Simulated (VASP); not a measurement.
Wanted: the native input for a VASP 6.6.1 run.

| Item | Value |
| --- | --- |
| Task | single point |
| Functional | PBE |
| Potentials or basis | VASP PAW PBE potentials, release 64 (Al) |
| Cutoff | 520 eV |
| k mesh | 11 × 11 × 11 |
| Occupations | gaussian, width 0.1 eV |
| Spin | no spin polarisation |
| Dipole correction | no |
| Further INCAR settings | ALGO = Normal; EDIFF = 1e-07; NBANDS = 8 |

The structure of Al lies in POSCAR:

```
Al
1.0
    0.0000000000      2.0043510258      2.0043510258
    2.0043510258      0.0000000000      2.0043510258
    2.0043510258      2.0043510258      0.0000000000
Al
1
Direct
    0.0000000000      0.0000000000      0.0000000000
```

The input as run:

INCAR

```
SYSTEM = Al
PREC = Accurate
ENCUT = 520
EDIFF = 1E-7
ISMEAR = 0
SIGMA = 0.1
LREAL = .FALSE.
LASPH = .TRUE.
NELM = 60
ALGO = Normal
ISIF = 2
LWAVE = .FALSE.
LCHARG = .FALSE.
GGA = PE
NBANDS = 8
```

KPOINTS

```
Automatic mesh
0
G
  11 11 11
  0 0 0
```

Potentials or basis: VASP PAW PBE potentials, release 64 (Al).

Command:

```sh
$ cat potpaw_PBE.64/Al/POTCAR > POTCAR
$ mpirun -np 1 vasp_std > vasp.out
```

Results of the run:

| Quantity | Value |
| --- | --- |
| Pressure | 2.1 GPa |

It took 6.7 s on 1 thread of AMD EPYC 7R13 Processor (Zen 3), on a shared host, peak memory 0.1 GiB.
